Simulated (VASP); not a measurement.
A run of VASP 6.6.1 is set up as follows.

INCAR

```
SYSTEM = NaB
PREC = Accurate
ENCUT = 520
EDIFF = 1E-6
ISMEAR = 0
SIGMA = 0.05
LREAL = .False.
LASPH = .True.
NELM = 80
ALGO = Normal
ISIF = 2
LWAVE = .False.
LCHARG = .True.
GGA = PS
LELF = .True.
LVHAR = .True.
NBANDS = 12
```

KPOINTS

```
regular mesh
0
Gamma
  11 11 11
  0 0 0
```

The input POSCAR:

```
NaB
1.0
    3.7955640000      0.0000000000      0.0000000000
    1.8977820000      3.2870548457      0.0000000000
    1.8977820000      1.0956849486      3.0990650287
Na B
1 1
Direct
    0.0000000000      0.0000000000      0.0000000000
    0.5000000000      0.5000000000      0.5000000000
```

Potentials or basis: VASP PAW PBE potentials, release 64 (Na_pv, B).

Run with:

```bash
$ cat potpaw_PBE.64/Na_pv/POTCAR potpaw_PBE.64/B/POTCAR > POTCAR
$ mpirun -np 1 vasp_std > vasp.out
```

**Question.** Predict the pressure.

**Answer.** -0.9 GPa.

**Question.** Predict the band gap on the k mesh.

**Answer.** Zero (band 5 reaches 3.12 eV, above the bottom of band 6 at 0.20 eV).

Caveat: the PAW data sets were made with another functional, which shifts forces and pressure a little.
